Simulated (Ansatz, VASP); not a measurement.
One calculation of PbO, two programs

INCAR

```
ALGO = Normal
EDIFF = 1E-7
ENCUT = 520
GGA = PS
ISIF = 2
ISMEAR = 0
LASPH = True
LCHARG = False
LREAL = False
LWAVE = False
NBANDS = 28
NELM = 80
PREC = Accurate
SIGMA = 0.05
```

The input KPOINTS:

```
k-points
0
Gamma
  8 8 6
```

The input POSCAR:

```
PbO
1.0
    3.9744000000      0.0000000000      0.0000000000
    0.0000000000      3.9744000000      0.0000000000
    0.0000000000      0.0000000000      5.0220000000
Pb O
2 2
Direct
    0.0000000000      0.5000000000      0.2351000000
    0.5000000000      0.0000000000      0.7649000000
    0.0000000000      0.0000000000     -0.0199123855
    0.5000000000      0.5000000000     -0.0199123855
```

Input for Ansatz:

```yaml
crystal:
  lattice:
    - [3.9744, 0.0, 0.0]
    - [0.0, 3.9744, 0.0]
    - [0.0, 0.0, 5.022]
  atoms:
    - { symbol: Pb, position: [0.0, 0.5, 0.2351] }
    - { symbol: Pb, position: [0.5, 0.0, 0.7649] }
    - { symbol: O, position: [0.0, 0.0, -0.0199123855] }
    - { symbol: O, position: [0.5, 0.5, -0.0199123855] }
basis:
  ecutwfc: 420
kpoints:
  mp_grid: { grid: [8, 8, 6] }
hamiltonian:
  xc: pbesol
scf:
  occupations: { method: gaussian, width: 0.05 }
output:
  forces: true
  stress: true
  eigenvalues: true
```

Change from the starting cell: all O atoms moved -0.100 Å, as atom 3 along Cartesian [0 0 1].

Alike in both runs: task single point; functional PBEsol; k mesh 8 × 8 × 6; occupations gaussian, width 0.05 eV; no spin polarisation.

```csv
,VASP,Ansatz
version,VASP 6.6.1,Ansatz 0.2.0
potentials or method,"VASP PAW PBE potentials, release 64 (Pb_d, O), cutoff 520 eV","scalar-relativistic, plane waves, PAW"
valence electrons in the cell,40,40
```

```tsv
	VASP	Ansatz	Ansatz less VASP
gap on the k mesh at the Fermi level (eV)	1.16	1.15	-0.006
least direct gap on the mesh (eV)	2.18	2.18	-0.001
pressure (GPa)	1.2	1.2	-0.08
traceless stress, the component that is largest in VASP (GPa)	-0.53	-0.51	+0.021
rms of the force components (eV/Å)	0.491	0.484	-0.0069
```

VASP's potentials were made for PBE, not for PBEsol. Atom by atom the forces differ by 0.019 eV/Å (rms over components).

Neither program's run includes spin-orbit coupling.
